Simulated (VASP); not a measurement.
# Pb (Fm-3m) in VASP: single point with PBEsol

Aim: the single point of Pb with PBEsol.

Program: VASP 6.6.1. These are calculated values, not measurements. Logs are shortened: lines on timing, memory, paths and dates and some standing lists are left out, and cuts for length are marked.

## 1. The cell of the first run

Symmetry: Fm-3m, No. 225, cubic system. Conventional cell: a = 4.934 Å, b = 4.934 Å, c = 4.934 Å, α = 90.00°, β = 90.00°, γ = 90.00°. Pb (site symmetry m-3m) has 12 Pb at 3.49 Å within 4.6 Å.

## 2. Single point, PBEsol

Contents of INCAR:

```
  PREC = Accurate
  ENCUT = 520
  EDIFF = 1E-6
  ISMEAR = 0
  SIGMA = 0.05
  LREAL = F
  LASPH = T
  NELM = 60
  ALGO = Normal
  ISIF = 2
  LWAVE = F
  LCHARG = F
  GGA = PS
  NBANDS = 13
```

Contents of KPOINTS:

```
regular mesh
0
Gamma
  14 14 14
```

Contents of POSCAR:

```
Pb
1.0
    0.0000000000      2.4669747749      2.4669747749
    2.4669747749      0.0000000000      2.4669747749
    2.4669747749      2.4669747749      0.0000000000
Pb
1
Direct
    0.0000000000      0.0000000000      0.0000000000
```

Potentials or basis: VASP PAW PBE potentials, release 64 (Pb_d).

Command:

```sh
> cat potpaw_PBE.64/Pb_d/POTCAR > POTCAR
> mpirun -np 1 vasp_std > vasp.out
```

OUTCAR:

```text
PREC = Accurate
   ENCUT = 520
   EDIFF = 1E-6
   ISMEAR = 0
   LREAL = F
   LASPH = T
   NELM = 60
   ISIF = 2
   GGA = PS

 ion  position               nearest neighbor table
   1  0.000  0.000  0.000-

  LATTYP: Found a face centered cubic cell.
 ALAT       =     4.9339495498

  Lattice vectors:

 A1 = (   0.0000000000,   2.4669747749,   2.4669747749)
 A2 = (   2.4669747749,   0.0000000000,   2.4669747749)
 A3 = (   2.4669747749,   2.4669747749,   0.0000000000)

Analysis of symmetry for initial positions (statically):
=====================================================================
 Subroutine PRICEL returns:
 Original cell was already a primitive cell.

 Routine SETGRP: Setting up the symmetry group for a
 face centered cubic supercell.

 Subroutine GETGRP returns: Found 48 space group operations
[... 9 lines left out ...]

 Routine SETGRP: Setting up the symmetry group for a
 face centered cubic supercell.

 Subroutine GETGRP returns: Found 48 space group operations
[... 11 lines left out ...]
                                     Primitive cell

  volume of cell :      30.0278

  direct lattice vectors                    reciprocal lattice vectors
     0.000000000  2.466974775  2.466974775    -0.202677387  0.202677387  0.202677387
     2.466974775  0.000000000  2.466974775     0.202677387 -0.202677387  0.202677387
     2.466974775  2.466974775  0.000000000     0.202677387  0.202677387 -0.202677387

  length of vectors
     3.488829185  3.488829185  3.488829185     0.351047531  0.351047531  0.351047531

  position of ions in fractional coordinates (direct lattice)
     0.000000000  0.000000000  0.000000000

  ion indices of the primitive-cell ions
   primitive index   ion index
                 1           1

----------------------------------------------------------------------------------------

 KPOINTS: regular mesh

Automatic generation of k-mesh.
 Grid dimensions read from file:
 generate k-points for:   14   14   14

 Generating k-lattice:

  Cartesian coordinates                     Fractional coordinates (reciprocal lattice)
    -0.014476956  0.014476956  0.014476956     0.071428571  0.000000000  0.000000000
     0.014476956 -0.014476956  0.014476956     0.000000000  0.071428571  0.000000000
     0.014476956  0.014476956 -0.014476956     0.000000000  0.000000000  0.071428571

  Length of vectors
     0.025074824  0.025074824  0.025074824

  Shift w.r.t. Gamma in fractional coordinates (k-lattice)
     0.000000000  0.000000000  0.000000000

 Subroutine IBZKPT returns following result:
 ===========================================

[... 55 lines left out ...]
   POTIM  = 0.5000    time-step for ionic-motion
   TEBEG  =    0.0;   TEEND  =   0.0 temperature during run
   PSTRESS=    0.0 pullay stress
   NELECT =      14.0000    total number of electrons
   NUPDOWN=      -1.0000    fix difference up-down
   EMIN   =  10.00;   EMAX   =-10.00  energy-range for DOS
   EFERMI =   0.00;   METHOD = LEGACY
   ISMEAR =     0;   SIGMA  =   0.05  broadening in eV -4-tet -1-fermi 0-gaus
   EFERMI_NEDOS =   21; number of points for ismear=-14 and -15
   IALGO  =     38    algorithm
   IMIX   =      4    mixing-type and parameters
     AMIX     =   0.40;   BMIX     =  1.00
     AMIX_MAG =   1.60;   BMIX_MAG =  1.00
  volume/ion in A,a.u.               =      30.03       202.64
  Fermi-wavevector in a.u.,A,eV,Ry     =   1.269432  2.398879 21.925214  1.611458
  Thomas-Fermi vector in A             =   2.402474
   LORBIT       =      0    0 simple, 1 ext, 2 COOP (PROOUT), +10 PAW based schemes
   GGA     = PS    functional components
   LHFCALC =     F    Hartree Fock is set to
   AEXX    =    0.0000 exact exchange contribution
   IVDW    =     0    specifies the selected vdW correction
   LEPSILON=     F    determine dielectric tensor
   LRPA    =     F    only Hartree local field effects (RPA)
 non-spin polarized calculation
 Gauss-broadening in eV      SIGMA  =   0.05
  energy-cutoff  :      520.00
  volume of cell :       30.03
 maximum number of plane-waves:       869
 NGX is ok and might be reduce to    28
   NGX = 13   NGY = 13   NGZ = 13

 number of electron      13.9999999 magnetization

 Free energy of the ion-electron system (eV)
  ---------------------------------------------------
  ext. energy  EPLUGINS =         0.00000000
  ---------------------------------------------------
  free energy    TOTEN  =        -4.00285267 eV

  energy without entropy =       -4.00212579  energy(sigma->0) =       -4.00248923

 E-fermi :   7.2480     XC(G=0): -10.3882

 val. band max:        7.2408256364   @ k =  -0.2857   0.2857   0.0714
 cond. band min:       7.2589779478   @ k =   0.3571   0.2143   0.0000
 fundamental gap:      0.0181523114
 Fermi energy:         7.2479511259

 k-point     1 :       0.0000    0.0000    0.0000
  band No.  band energies     occupation
      1      -9.7841      2.00000
      2      -9.7841      2.00000
      3      -9.7841      2.00000
      4      -9.6378      2.00000
      5      -9.6378      2.00000
      6      -4.6249      2.00000
      7      14.6991      0.00000
      8      14.6991      0.00000
      9      14.6991      0.00000
     10      16.9798      0.00000
     11      18.6508      0.00000
     12      19.7614      0.00000
     13      19.7614      0.00000
[... 354 lines left out ...]
  band No.  band energies     occupation
      1      -9.8272      2.00000
      2      -9.7239      2.00000
      3      -9.6945      2.00000
      4      -9.6514      2.00000
      5      -9.5659      2.00000
      6      -3.1747      2.00000
      7       8.4685      0.00000
      8      11.9730      0.00000
      9      12.2337      0.00000
     10      15.6600      0.00000
     11      17.2818      0.00000
     12      21.0627      0.00000
     13      21.6665      0.00000

 [... further k-points ...]

------------------------ aborting loop because EDIFF is reached ----------------------------------------

  FORCE on cell =-STRESS in cart. coord.  units (eV):
  Direction    XX          YY          ZZ          XY          YZ          ZX
  --------------------------------------------------------------------------------------
  -------------------------------------------------------------------------------------
  Total       -0.0160281     -0.0160281     -0.0160281      0.0000000      0.0000000      0.0000000
  in kB       -0.8552022     -0.8552022     -0.8552022      0.0000000      0.0000000      0.0000000
  external PRESSURE =      -0.8552022 kB  Pullay stress =       0.0000000 kB

 VOLUME and BASIS-vectors are now :
 -----------------------------------------------------------------------------
  energy-cutoff  :      520.00
  volume of cell :       30.03
      direct lattice vectors                 reciprocal lattice vectors
     0.000000000  2.466974775  2.466974775    -0.202677387  0.202677387  0.202677387
     2.466974775  0.000000000  2.466974775     0.202677387 -0.202677387  0.202677387
     2.466974775  2.466974775  0.000000000     0.202677387  0.202677387 -0.202677387

 POSITION                                       TOTAL-FORCE (eV/Angst)
 -----------------------------------------------------------------------------------
      0.00000      0.00000      0.00000         0.000000      0.000000     -0.000000
 -----------------------------------------------------------------------------------
    total drift:                               -0.000000     -0.000000     -0.000000

  FREE ENERGIE OF THE ION-ELECTRON SYSTEM (eV)
  ---------------------------------------------------
  free  energy   TOTEN  =        -4.0028526704 eV

  energy  without entropy=       -4.0021257883  energy(sigma->0) =       -4.00248923
```

OSZICAR:

```text
N       E                     dE             d eps       ncg     rms          rms(c)
DAV:   1     0.104651933600E+03    0.10465E+03   -0.71285E+03  2747   0.125E+03
DAV:   2     0.844059886564E+00   -0.10381E+03   -0.10006E+03  2829   0.308E+02
DAV:   3    -0.390653742594E+01   -0.47506E+01   -0.47331E+01  3328   0.715E+01
DAV:   4    -0.401503171109E+01   -0.10849E+00   -0.10847E+00  3281   0.114E+01
DAV:   5    -0.402019965272E+01   -0.51679E-02   -0.51678E-02  3770   0.235E+00    0.587E-01
DAV:   6    -0.400645781742E+01    0.13742E-01   -0.18155E-02  3416   0.239E+00    0.276E-01
DAV:   7    -0.400306735608E+01    0.33905E-02   -0.72523E-03  3564   0.140E+00    0.905E-02
DAV:   8    -0.400285516116E+01    0.21219E-03   -0.42598E-04  4113   0.346E-01    0.101E-02
DAV:   9    -0.400285279298E+01    0.23682E-05   -0.82063E-06  3545   0.537E-02    0.447E-03
DAV:  10    -0.400285267038E+01    0.12260E-06   -0.53943E-07  2222   0.971E-03
   1 F= -.40028527E+01 E0= -.40024892E+01  d E =-.726882E-03
```

Wall time 25 s (1 thread of Intel Xeon Platinum 8488C (Sapphire Rapids), shared host); peak memory 0.18 GiB.

What came out:

```yaml
Free_energy: -4.0029 eV
Pressure: -0.1 GPa
Band_gap_on_the_k_mesh: zero (band 7 reaches 14.70 eV, above the bottom of band 8 at 5.62 eV)
```

Caveat: the PAW data sets were made with another functional, which shifts forces and pressure a little; spin-orbit coupling is left out, which moves the levels of the heavy elements.
